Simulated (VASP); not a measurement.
Write the native input for VASP 6.6.1 that does the following.

| Property | Result |
| --- | --- |
| Task | single point |
| Functional | PBE |
| Potentials or basis | VASP PAW PBE potentials, release 64 (Bi_d, Os) |
| Cutoff | 520 eV |
| k mesh | 10 × 10 × 6 |
| Occupations | gaussian, width 0.1 eV |
| Spin | no spin polarisation |
| Dipole correction | no |
| Further INCAR settings | ALGO = Fast; EDIFF = 1e-06; NBANDS = 40 |

The structure of BiOs2 lies in POSCAR:

```
BiOs2
1.0
    3.7987230761      0.0000000000      0.0000000000
    0.0000000000      3.7987230761      0.0000000000
    0.0000000000      0.0000000000      7.9770064037
Bi Os
2 4
Direct
    0.0000000000      0.5000000000      0.6358864441
    0.5000000000      0.0000000000      0.3641135559
    0.0000000000      0.0000000000      0.0000000000
    0.5000000000      0.5000000000      0.0000000000
    0.0000000000      0.5000000000      0.2292645300
    0.5000000000      0.0000000000      0.7707354700
```

The input as run:

INCAR

```
SYSTEM = BiOs2
  PREC = Accurate
  ENCUT = 520
  EDIFF = 1E-6
  ISMEAR = 0
  SIGMA = 0.1
  LREAL = .FALSE.
  LASPH = .TRUE.
  NELM = 100
  ALGO = Fast
  ISIF = 2
  LWAVE = .FALSE.
  LCHARG = .FALSE.
  GGA = PE
  NBANDS = 40
```

KPOINTS

```
regular mesh
0
G
  10 10 6
  0 0 0
```

Potentials or basis: VASP PAW PBE potentials, release 64 (Bi_d, Os).

Command:

```console
$ cat potpaw_PBE.64/Bi_d/POTCAR potpaw_PBE.64/Os/POTCAR > POTCAR
$ mpirun -np 1 vasp_std > vasp.out
```

Results of the run:

```
Pressure               : 0.0 GPa
Band gap on the k mesh : zero (bands 31 and 32 overlap by 0.94 eV)
```

Caveat: spin-orbit coupling is left out, which moves the levels of the heavy elements.

Run time: 2.6 min on 1 thread of Intel(R) Xeon(R) 6975P-C (Granite Rapids), on a shared host, peak memory 0.43 GiB.
